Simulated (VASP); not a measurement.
# HfN (F-43m) in VASP: notebook, part 2 of 2

VASP 6.6.1. Earlier steps stand in the parts before.

## 3. Single point, LDA (volume scaled by 0.96)

The input, INCAR:

```
SYSTEM = HfN
PREC     = Accurate       ! precision mode
ENCUT    = 520            ! plane-wave cutoff, eV
EDIFF    = 1E-6           ! SCF threshold, eV
ISMEAR   = -1             ! smearing method
SIGMA    = 0.05           ! smearing width, eV
LREAL    = .FALSE.        ! projectors in reciprocal space
LASPH    = .TRUE.         ! aspherical terms in the spheres
NELM     = 100            ! most SCF steps
ALGO     = Normal         ! electronic algorithm
ISIF     = 2              ! what is computed and relaxed
LWAVE    = .FALSE.        ! write WAVECAR
LCHARG   = .FALSE.        ! write CHGCAR
NBANDS   = 14             ! bands
```

The input, KPOINTS:

```
regular mesh
0
G
  9 9 9
  0 0 0
```

The input, POSCAR:

```
HfN
1.0
    0.0000000000      2.4216446627      2.4216446627
    2.4216446627      0.0000000000      2.4216446627
    2.4216446627      2.4216446627      0.0000000000
Hf N
1 1
Direct
    0.0000000000      0.0000000000      0.0000000000
    0.2500000000      0.2500000000      0.2500000000
```

Potentials or basis: VASP PAW LDA potentials, release 64 (Hf_pv, N).

On the command line:

```console
$ cat potpaw_LDA.64/Hf_pv/POTCAR potpaw_LDA.64/N/POTCAR > POTCAR
$ mpirun -np 1 vasp_std > vasp.out
```

OUTCAR:

```text
SYSTEM = HfN
   PREC = Accurate
   ENCUT = 520
   EDIFF = 1E-6
   ISMEAR = -1
   LREAL = .FALSE.
   LASPH = .TRUE.
   NELM = 100
   ISIF = 2

 ion  position               nearest neighbor table
   1  0.000  0.000  0.000-   2 2.10   2 2.10   2 2.10   2 2.10
   2  0.250  0.250  0.250-   1 2.10   1 2.10   1 2.10   1 2.10

  LATTYP: Found a face centered cubic cell.
 ALAT       =     4.8432893254

  Lattice vectors:

 A1 = (   0.0000000000,   2.4216446627,   2.4216446627)
 A2 = (   2.4216446627,   0.0000000000,   2.4216446627)
[... 585 lines left out ...]
     10       9.9457      0.00000
     11      10.8762      0.00000
     12      10.8762      0.00000
     13      15.2857      0.00000
     14      17.4750      0.00000

 [... further k-points ...]
[... 5 lines left out ...]
  --------------------------------------------------------------------------------------
  -------------------------------------------------------------------------------------
  Total       -0.3789835     -0.3789835     -0.3789835      0.0000000     -0.0000000     -0.0000000
  in kB      -21.3781251    -21.3781251    -21.3781251      0.0000000     -0.0000000     -0.0000000
  external PRESSURE =     -21.3781251 kB  Pullay stress =       0.0000000 kB

 VOLUME and BASIS-vectors are now :
 -----------------------------------------------------------------------------
  energy-cutoff  :      520.00
  volume of cell :       28.40
      direct lattice vectors                 reciprocal lattice vectors
     0.000000000  2.421644663  2.421644663    -0.206471250  0.206471250  0.206471250
     2.421644663  0.000000000  2.421644663     0.206471250 -0.206471250  0.206471250
     2.421644663  2.421644663  0.000000000     0.206471250  0.206471250 -0.206471250

 POSITION                                       TOTAL-FORCE (eV/Angst)
 -----------------------------------------------------------------------------------
      0.00000      0.00000      0.00000        -0.000000      0.000000      0.000000
      1.21082      1.21082      1.21082         0.000000     -0.000000     -0.000000
 -----------------------------------------------------------------------------------
    total drift:                               -0.000000     -0.000000     -0.000000

  FREE ENERGIE OF THE ION-ELECTRON SYSTEM (eV)
  ---------------------------------------------------
  free  energy   TOTEN  =       -23.0643342747 eV

  energy  without entropy=      -23.0595969161  energy(sigma->0) =      -23.06196560
```

OSZICAR:

```text
N       E                     dE             d eps       ncg     rms          rms(c)
DAV:   1     0.393074971233E+02    0.39307E+02   -0.78802E+03   980   0.987E+02
DAV:   2    -0.243723456662E+02   -0.63680E+02   -0.59364E+02  1334   0.224E+02
DAV:   3    -0.266307950440E+02   -0.22584E+01   -0.22505E+01  1154   0.344E+01
DAV:   4    -0.266426245513E+02   -0.11830E-01   -0.11828E-01  1154   0.299E+00
DAV:   5    -0.266427515895E+02   -0.12704E-03   -0.12704E-03  1132   0.267E-01    0.589E+01
DAV:   6    -0.232509954174E+02    0.33918E+01   -0.12777E+01  1004   0.247E+01    0.426E+01
DAV:   7    -0.231013870391E+02    0.14961E+00   -0.67786E-01  1070   0.634E+00    0.257E+01
DAV:   8    -0.230701408212E+02    0.31246E-01   -0.98064E-02  1196   0.273E+00    0.593E+00
DAV:   9    -0.230645378570E+02    0.56030E-02   -0.16303E-02  1136   0.949E-01    0.166E+00
DAV:  10    -0.230643860395E+02    0.15182E-03   -0.12586E-03  1202   0.312E-01    0.378E-01
DAV:  11    -0.230643352427E+02    0.50797E-04   -0.14473E-04  1148   0.106E-01    0.584E-02
DAV:  12    -0.230643343816E+02    0.86117E-06   -0.16409E-05  1262   0.316E-02    0.246E-02
DAV:  13    -0.230643342747E+02    0.10688E-06   -0.37664E-07   694   0.583E-03
   1 F= -.23064334E+02 E0= -.23061966E+02  d E =-.473736E-02
```

stdout:

```text
POSCAR found type information on POSCAR HfN
 POSCAR found :  2 types and       2 ions
 scaLAPACK will be used
 LDA part: xc-table for (Slater(with rela. corr.)+CA(PZ))
 , standard interpolation
 POSCAR, INCAR and KPOINTS ok, starting setup
 FFT: planning ... GRIDC
 FFT: planning ... GRID_SOFT
 FFT: planning ... GRID
 WAVECAR not read
 entering main loop
```

Wall time 16 s (1 thread of AMD EPYC 7R43 (Zen 3), shared host); peak memory 0.11 GiB.

What came out:

```yaml
Free_energy: -23.0643 eV
Pressure: -2.1 GPa
```

Levels at points of the mesh, in eV from the Fermi level:
```tsv
k point	band 4	band 5	band 6	band 7	band 8	band 9	band 10	band 11
(0.00, 0.00, 0.00)	-16.13	-5.65	-5.65	-5.65	-0.53	2.21	2.21	6.80
```

Caveat: spin-orbit coupling is left out, which moves the levels of the heavy elements.

## 4. Single point, LDA (volume scaled by 0.98)

The input, INCAR:

```
SYSTEM = HfN
PREC = Accurate
ENCUT = 520
EDIFF = 1E-7
ISMEAR = -1
SIGMA = 0.05
LREAL = .False.
LASPH = .True.
NELM = 100
ALGO = Normal
ISIF = 2
LWAVE = .False.
LCHARG = .False.
NBANDS = 14
```

The input, KPOINTS:

```
Automatic mesh
0
Gamma
  9 9 9
  0 0 0
```

The input, POSCAR:

```
HfN
1.0
    0.0000000000      2.4383461881      2.4383461881
    2.4383461881      0.0000000000      2.4383461881
    2.4383461881      2.4383461881      0.0000000000
Hf N
1 1
Direct
    0.0000000000      0.0000000000      0.0000000000
    0.2500000000      0.2500000000      0.2500000000
```

On the command line:

```console
$ cat potpaw_LDA.64/Hf_pv/POTCAR potpaw_LDA.64/N/POTCAR > POTCAR
$ mpirun -np 1 vasp_std > vasp.out
```

It took 16 s on 1 thread of AMD EPYC 7R43 (Zen 3), shared host; peak memory 0.12 GiB.

Results (log left out):

```
Free energy : -23.0490 eV
Pressure    : -6.3 GPa
```

Levels at points of the mesh, in eV from the Fermi level:
| k point | band 4 | band 5 | band 6 | band 7 | band 8 | band 9 | band 10 | band 11 |
| --- | --- | --- | --- | --- | --- | --- | --- | --- |
| (0.00, 0.00, 0.00) | -16.02 | -5.55 | -5.55 | -5.55 | -0.58 | 2.17 | 2.17 | 6.67 |

Caveat: spin-orbit coupling is left out, which moves the levels of the heavy elements.

## 5. Single point, PBEsol (volume scaled by 0.96)

The input, INCAR:

```
SYSTEM = HfN
PREC = Accurate
ENCUT = 520
EDIFF = 1E-6
ISMEAR = -1
SIGMA = 0.05
LREAL = .FALSE.
LASPH = .TRUE.
NELM = 80
ALGO = Normal
ISIF = 2
LWAVE = .FALSE.
LCHARG = .FALSE.
GGA = PS
NBANDS = 14
```

The input, KPOINTS:

```
regular mesh
0
G
  9 9 9
  0 0 0
```

The input, POSCAR:

```
HfN
1.0
    0.0000000000      2.4216446627      2.4216446627
    2.4216446627      0.0000000000      2.4216446627
    2.4216446627      2.4216446627      0.0000000000
Hf N
1 1
Direct
    0.0000000000      0.0000000000      0.0000000000
    0.2500000000      0.2500000000      0.2500000000
```

Potentials or basis: VASP PAW PBE potentials, release 64 (Hf_pv, N).

On the command line:

```console
$ cat potpaw_PBE.64/Hf_pv/POTCAR potpaw_PBE.64/N/POTCAR > POTCAR
$ mpirun -np 1 vasp_std > vasp.out
```

Wall time 23 s (1 thread of AMD EPYC 7R43 (Zen 3), shared host); peak memory 0.12 GiB.

The run converged. Its results:

- Free energy: -22.2695 eV
- Pressure: 2.2 GPa

Levels at points of the mesh, in eV from the Fermi level:
```tsv
k point	band 4	band 5	band 6	band 7	band 8	band 9	band 10	band 11
(0.00, 0.00, 0.00)	-16.30	-5.64	-5.64	-5.64	-0.63	2.31	2.31	6.86
```

Caveat: the PAW data sets were made with another functional, which shifts forces and pressure a little; spin-orbit coupling is left out, which moves the levels of the heavy elements.

## 6. Single point, PBEsol (volume scaled by 0.98)

The input, INCAR:

```
SYSTEM = HfN
PREC = Accurate
ENCUT = 520
EDIFF = 1E-6
ISMEAR = -1
SIGMA = 0.05
LREAL = .False.
LASPH = .True.
NELM = 80
ALGO = Normal
ISIF = 2
LWAVE = .False.
LCHARG = .False.
GGA = PS
NBANDS = 14
```

The input, KPOINTS:

```
regular mesh
0
Gamma
  9 9 9
  0 0 0
```

The input, POSCAR:

```
HfN
1.0
    0.0000000000      2.4383461881      2.4383461881
    2.4383461881      0.0000000000      2.4383461881
    2.4383461881      2.4383461881      0.0000000000
Hf N
1 1
Direct
    0.0000000000      0.0000000000      0.0000000000
    0.2500000000      0.2500000000      0.2500000000
```

Potentials or basis: VASP PAW PBE potentials, release 64 (Hf_pv, N).

On the command line:

```console
$ cat potpaw_PBE.64/Hf_pv/POTCAR potpaw_PBE.64/N/POTCAR > POTCAR
$ mpirun -np 1 vasp_std > vasp.out
```

It took 23 s on 1 thread of AMD EPYC 7R43 (Zen 3), shared host; peak memory 0.12 GiB.

It converged, with:

- Free energy: -22.2700 eV
- Pressure: -2.1 GPa

Levels at points of the mesh, in eV from the Fermi level:
```csv
k point,band 6,band 7,band 8,band 9,band 10,band 11
"(0.00, 0.00, 0.00)",-5.54,-5.54,-0.67,2.26,2.26,6.73
```

Caveat: the PAW data sets were made with another functional, which shifts forces and pressure a little; spin-orbit coupling is left out, which moves the levels of the heavy elements.

## 7. The runs side by side

| level | potentials or basis | cell | gap on the mesh (eV) | pressure (GPa) |
| --- | --- | --- | --- | --- |
| LDA | VASP PAW LDA potentials, release 64 (Hf_pv, N) | a = 3.401 Å, angles 60.0°, 2 atoms | none | 2.5 |
| LDA | VASP PAW LDA potentials, release 64 (Hf_pv, N) | a = 3.425 Å, angles 60.0°, 2 atoms | none | -2.1 |
| LDA | VASP PAW LDA potentials, release 64 (Hf_pv, N) | a = 3.448 Å, angles 60.0°, 2 atoms | none | -6.3 |
| PBEsol | VASP PAW PBE potentials, release 64 (Hf_pv, N) | a = 3.425 Å, angles 60.0°, 2 atoms | none | 2.2 |
| PBEsol | VASP PAW PBE potentials, release 64 (Hf_pv, N) | a = 3.448 Å, angles 60.0°, 2 atoms | none | -2.1 |

Alike in all rows: task single point; no spin polarisation; k mesh 9 × 9 × 9; cutoff (eV) 520; smearing fermi-dirac 0.05 eV.

Caveats: spin-orbit coupling is left out, which moves the levels of the heavy elements; the PAW data sets were made with another functional, which shifts forces and pressure a little (some runs).

Total energies depend on the potentials used, so only differences within one code and one set of settings carry meaning.
